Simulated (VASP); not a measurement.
# SnO2 (P4_2/mnm) in VASP: a series of runs, part 2 of 3

VASP 6.6.1. The steps go on from the part before.

## 5. Single point, PBE (strain -0.040 along x and y, -0.080 along z)

Contents of INCAR:

```
SYSTEM = SnO2
ALGO = Normal
EDIFF = 1E-6
ENCUT = 520
GGA = PE
ISIF = 2
ISMEAR = 0
LASPH = .True.
LCHARG = .False.
LREAL = .False.
LWAVE = .False.
NBANDS = 35
NELM = 60
PREC = Accurate
SIGMA = 0.05
```

Contents of KPOINTS:

```
k-points
0
Gamma
  6 6 8
  0 0 0
```

Contents of POSCAR:

```
SnO2
1.0
    4.6345967963      0.0000000000      0.0000000000
    0.0000000000      4.6345967963      0.0000000000
    0.0000000000      0.0000000000      2.9789516654
Sn O
2 4
Direct
    0.0000000000      0.0000000000      0.0000000000
    0.5000000000      0.5000000000      0.5000000000
    0.3066050863      0.3066050863      0.0000000000
    0.1933949137      0.8066050863      0.5000000000
    0.6933949137      0.6933949137      0.0000000000
    0.8066050863      0.1933949137      0.5000000000
```

Potentials or basis: VASP PAW PBE potentials, release 64 (Sn_d, O).

On the command line:

```console
cat potpaw_PBE.64/Sn_d/POTCAR potpaw_PBE.64/O/POTCAR > POTCAR
mpirun -np 1 vasp_std > vasp.out
```

OUTCAR:

```text
SYSTEM = SnO2
   EDIFF = 1E-6
   ENCUT = 520
   GGA = PE
   ISIF = 2
   ISMEAR = 0
   LASPH = .True.
   LREAL = .False.
   NELM = 60
   PREC = Accurate

 ion  position               nearest neighbor table
   1  0.000  0.000  0.000-   4 1.96   6 1.96   4 1.96   6 1.96   5 2.01   3 2.01   2 3.60   2 3.60
                             2 3.60   2 3.60   2 3.60   2 3.60   2 3.60   2 3.60
   2  0.500  0.500  0.500-   3 1.96   5 1.96   3 1.96   5 1.96   4 2.01   6 2.01   1 3.60   1 3.60
                             1 3.60   1 3.60   1 3.60   1 3.60   1 3.60   1 3.60
   3  0.307  0.307  0.000-   2 1.96   2 1.96   1 2.01
   4  0.193  0.807  0.500-   1 1.96   1 1.96   2 2.01
   5  0.693  0.693  0.000-   2 1.96   2 1.96   1 2.01
   6  0.807  0.193  0.500-   1 1.96   1 1.96   2 2.01

  LATTYP: Found a simple tetragonal cell.
 ALAT       =     4.6345967963
 C/A-ratio  =     0.6427639332

  Lattice vectors:

 A1 = (   4.6345967963,   0.0000000000,   0.0000000000)
 A2 = (   0.0000000000,   4.6345967963,   0.0000000000)
 A3 = (   0.0000000000,   0.0000000000,   2.9789516654)

Analysis of symmetry for initial positions (statically):
=====================================================================
 Subroutine PRICEL returns:
 Original cell was already a primitive cell.

 Routine SETGRP: Setting up the symmetry group for a
 simple tetragonal supercell.

 Subroutine GETGRP returns: Found 16 space group operations
 (whereof  8 operations were pure point group operations)
 out of a pool of 16 trial point group operations.

The static configuration has the point symmetry D_2h.
 The point group associated with its full space group is D_4h.

Analysis of symmetry for dynamics (positions and initial velocities):
=====================================================================
 Subroutine PRICEL returns:
 Original cell was already a primitive cell.

 Routine SETGRP: Setting up the symmetry group for a
 simple tetragonal supercell.

 Subroutine GETGRP returns: Found 16 space group operations
 (whereof  8 operations were pure point group operations)
[... 130 lines left out ...]
     AMIX     =   0.40;   BMIX     =  1.00
     AMIX_MAG =   1.60;   BMIX_MAG =  1.00
  volume/ion in A,a.u.               =      10.66        71.97
  Fermi-wavevector in a.u.,A,eV,Ry     =   1.527731  2.886993 31.755471  2.333961
  Thomas-Fermi vector in A             =   2.635587
   LORBIT       =      0    0 simple, 1 ext, 2 COOP (PROOUT), +10 PAW based schemes
   GGA     = PE    functional components
   LHFCALC =     F    Hartree Fock is set to
   AEXX    =    0.0000 exact exchange contribution
   IVDW    =     0    specifies the selected vdW correction
   LEPSILON=     F    determine dielectric tensor
   LRPA    =     F    only Hartree local field effects (RPA)
 non-spin polarized calculation
 Gauss-broadening in eV      SIGMA  =   0.05
  energy-cutoff  :      520.00
  volume of cell :       63.99
 maximum number of plane-waves:      1740
 NGX is ok and might be reduce to    36
   NGX = 17   NGY = 17   NGZ = 11

 number of electron      52.0000005 magnetization

 Free energy of the ion-electron system (eV)
  ---------------------------------------------------
  ext. energy  EPLUGINS =         0.00000000
  ---------------------------------------------------
  free energy    TOTEN  =       -35.63705505 eV

  energy without entropy =      -35.63705505  energy(sigma->0) =      -35.63705505

 E-fermi :   7.7476     XC(G=0): -11.8403

 val. band max:        7.4973767770   @ k =   0.0000   0.0000   0.0000
 cond. band min:      10.2959223142   @ k =   0.0000   0.0000   0.0000
 fundamental gap:      2.7985455372
 Fermi energy:         7.7476447849

 k-point     1 :       0.0000    0.0000    0.0000
  band No.  band energies     occupation
      1     -13.9384      2.00000
      2     -13.1856      2.00000
      3     -12.3075      2.00000
      4     -12.2794      2.00000
      5     -12.2794      2.00000
      6     -12.1332      2.00000
[... 901 lines left out ...]
     34      20.6557      0.00000
     35      21.2185      0.00000

 [... further k-points ...]
[... 5 lines left out ...]
  --------------------------------------------------------------------------------------
  -------------------------------------------------------------------------------------
  Total       15.6400719     15.6400719     26.9212276      0.0000000      0.0000000      0.0000000
  in kB      391.6173789    391.6173789    674.0902897      0.0000000      0.0000000      0.0000000
  external PRESSURE =     485.7750158 kB  Pullay stress =       0.0000000 kB

 VOLUME and BASIS-vectors are now :
 -----------------------------------------------------------------------------
  energy-cutoff  :      520.00
  volume of cell :       63.99
      direct lattice vectors                 reciprocal lattice vectors
     4.634596796  0.000000000  0.000000000     0.215768500  0.000000000  0.000000000
     0.000000000  4.634596796  0.000000000     0.000000000  0.215768500  0.000000000
     0.000000000  0.000000000  2.978951665     0.000000000  0.000000000  0.335688562

 POSITION                                       TOTAL-FORCE (eV/Angst)
 -----------------------------------------------------------------------------------
      0.00000      0.00000      0.00000        -0.000000      0.000000     -0.000000
      2.31730      2.31730      1.48948        -0.000000      0.000000     -0.000000
      1.42099      1.42099      0.00000        -0.904728     -0.904728      0.000000
      0.89631      3.73829      1.48948         0.904728     -0.904728      0.000000
      3.21361      3.21361      0.00000         0.904728      0.904728     -0.000000
      3.73829      0.89631      1.48948        -0.904728      0.904728     -0.000000
 -----------------------------------------------------------------------------------
    total drift:                                0.000000      0.000000      0.000000

  FREE ENERGIE OF THE ION-ELECTRON SYSTEM (eV)
  ---------------------------------------------------
  free  energy   TOTEN  =       -35.6370550526 eV

  energy  without entropy=      -35.6370550526  energy(sigma->0) =      -35.63705505
```

OSZICAR:

```text
N       E                     dE             d eps       ncg     rms          rms(c)
DAV:   1     0.645628517954E+03    0.64563E+03   -0.25757E+04  3988   0.242E+03
DAV:   2     0.560501804181E+02   -0.58958E+03   -0.55231E+03  3812   0.623E+02
DAV:   3    -0.376317784378E+02   -0.93682E+02   -0.92397E+02  3731   0.211E+02
DAV:   4    -0.421570179500E+02   -0.45252E+01   -0.44957E+01  4475   0.491E+01
DAV:   5    -0.422705625595E+02   -0.11354E+00   -0.11343E+00  4358   0.820E+00    0.177E+01
DAV:   6    -0.355388672320E+02    0.67317E+01   -0.17456E+01  5543   0.639E+01    0.726E+00
DAV:   7    -0.356619516945E+02   -0.12308E+00   -0.23179E+00  4019   0.885E+00    0.351E+00
DAV:   8    -0.356422379707E+02    0.19714E-01   -0.15231E-01  5172   0.586E+00    0.869E-01
DAV:   9    -0.356363854605E+02    0.58525E-02   -0.32947E-02  5802   0.348E+00    0.158E-01
DAV:  10    -0.356369351874E+02   -0.54973E-03   -0.47139E-03  4388   0.473E-01    0.101E-01
DAV:  11    -0.356370570353E+02   -0.12185E-03   -0.36307E-04  4964   0.171E-01    0.200E-02
DAV:  12    -0.356370540929E+02    0.29424E-05   -0.34722E-05  5332   0.557E-02    0.555E-03
DAV:  13    -0.356370550526E+02   -0.95969E-06   -0.30866E-06  3741   0.454E-02
   1 F= -.35637055E+02 E0= -.35637055E+02  d E =-.128929E-14
```

stdout:

```text
POSCAR found type information on POSCAR SnO
 POSCAR found :  2 types and       6 ions
 scaLAPACK will be used
 LDA part: xc-table for (Slater+PW92), standard interpolation
 POSCAR, INCAR and KPOINTS ok, starting setup
 FFT: planning ... GRIDC
 FFT: planning ... GRID_SOFT
 FFT: planning ... GRID
 WAVECAR not read
 entering main loop
```

Wall time 32 s (1 thread of Intel Xeon 6975P-C (Granite Rapids), shared host); peak memory 0.22 GiB.

Results:

| Item | Value |
| --- | --- |
| Free energy | -35.6371 eV |
| Pressure | 48.6 GPa |
| Largest force | 1.279 eV/Å |
| Band gap on the k mesh | 2.80 eV |

Forces on the atoms (eV/Å):
```
Sn   0.000  0.000  0.000
Sn   0.000  0.000  0.000
O   -0.905 -0.905  0.000
O    0.905 -0.905  0.000
O    0.905  0.905  0.000
O   -0.905  0.905  0.000
```

Stress tensor (GPa, compression positive):
```
39.16  0.00  0.00
 0.00 39.16  0.00
 0.00  0.00 67.41
```

Levels at points of the mesh, in eV from the valence-band top:
| k point | band 23 | band 24 | band 25 | band 26 | band 27 | band 28 | band 29 | band 30 |
| --- | --- | --- | --- | --- | --- | --- | --- | --- |
| (0.00, 0.00, 0.00) | -0.98 | -0.96 | -0.96 | 0.00 | 2.80 | 7.35 | 7.35 | 7.77 |
| (0.50, 0.00, 0.00) | -0.97 | -0.97 | -0.75 | -0.75 | 5.81 | 5.81 | 8.15 | 8.15 |
| (0.50, 0.50, 0.00) | -1.12 | -1.12 | -1.06 | -1.06 | 6.38 | 6.38 | 8.63 | 8.63 |
| (0.00, 0.00, 0.50) | -1.94 | -1.94 | -1.43 | -1.43 | 7.73 | 7.73 | 10.45 | 10.45 |
| (0.50, 0.00, 0.50) | -1.36 | -1.36 | -0.65 | -0.65 | 7.99 | 7.99 | 8.78 | 8.78 |
| (0.50, 0.50, 0.50) | -1.13 | -1.13 | -1.06 | -1.06 | 6.06 | 6.06 | 9.45 | 9.45 |

Caveat: the cell differs from its parent crystal (strain -0.040 along x and y, -0.080 along z); the cell stands under pressure; spin-orbit coupling is left out, which moves the levels of the heavy elements; forces of over 1 eV/Å act on the atoms, so gaps and moduli don't describe the material at rest.

(Continued in part 3 of 3.)
